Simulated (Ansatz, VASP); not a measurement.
## Two plane-wave programs on CdF2

```xyz
3
Lattice="0.0000 2.7470 2.7470 2.7470 0.0000 2.7470 2.7470 2.7470 0.0000" Properties=species:S:1:pos:R:3 pbc="T T T"
Cd    0.0000    0.0000    0.0000
F     1.3735    1.3735    1.3735
F     4.1205    4.1205    4.1205
```

Alike in both runs: task single point; functional r2SCAN; k mesh 6 × 6 × 6; no spin polarisation.

|  | VASP | Ansatz |
| --- | --- | --- |
| version | VASP 6.6.1 | Ansatz 0.2.0 |
| potentials or method | VASP PAW PBE potentials, release 64 (Cd_sv_GW, F) | plane waves, PAW |
| plane-wave cutoff (eV) | 660 | 500 |
| occupations | gaussian, width 0.01 eV | fixed |
| valence electrons in the cell | 34 | 34 |

|  | VASP | Ansatz | Ansatz less VASP |
| --- | --- | --- | --- |
| gap on the k mesh at the Fermi level (eV) | 3.59 | 3.60 | +0.007 |
| pressure (GPa) | -6.2 | -5.7 | +0.51 |

VASP's potentials were made for PBE, not for r2SCAN.
